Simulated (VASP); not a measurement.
Write the native input for VASP 6.6.1 that does the following.

| Property | Result |
| --- | --- |
| Task | single point |
| Functional | PBE |
| Potentials or basis | VASP PAW PBE potentials, release 64 (Y_sv, N) |
| Cutoff | 520 eV |
| k mesh | 8 × 8 × 8 |
| Occupations | gaussian, width 0.1 eV |
| Spin | no spin polarisation |
| Dipole correction | no |
| Further INCAR settings | ALGO = Normal; EDIFF = 1e-06; NBANDS = 32 |

The structure of Y4N lies in POSCAR:

```
Y4N
1.0
    4.9782778570      0.0000000000      0.0000000000
    0.0000000000      4.9782778570      0.0000000000
    0.0000000000      0.0000000000      4.9782778570
Y N
4 1
Direct
    0.0000000000      0.0000000000      0.0000000000
    0.5000000000      0.5000000000      0.0000000000
    0.5000000000      0.0000000000      0.5000000000
    0.0000000000      0.5000000000      0.5000000000
    0.5000000000      0.5000000000      0.5000000000
```

The cell was built from a structure type or drawn by symmetry, and may not be a known phase.

One way to write it, as run:

INCAR

```
  PREC = Accurate
  ENCUT = 520
  EDIFF = 1E-6
  ISMEAR = 0
  SIGMA = 0.1
  LREAL = F
  LASPH = T
  NELM = 100
  ALGO = Normal
  ISIF = 2
  LWAVE = F
  LCHARG = F
  GGA = PE
  NBANDS = 32
```

KPOINTS

```
Automatic mesh
0
Gamma
  8 8 8
```

Potentials or basis: VASP PAW PBE potentials, release 64 (Y_sv, N).

Command:

```console
$ cat potpaw_PBE.64/Y_sv/POTCAR potpaw_PBE.64/N/POTCAR > POTCAR
$ mpirun -np 1 vasp_std > vasp.out
```

It gave:

The pressure is -0.1 GPa. The band gap on the k mesh is zero (an odd number of electrons rules out a gap without spin polarisation).

It took 2.7 min on 1 thread of Intel(R) Xeon(R) Platinum 8259CL CPU @ 2.50GHz (Skylake/Cascade Lake), on a shared host, peak memory 0.31 GiB.
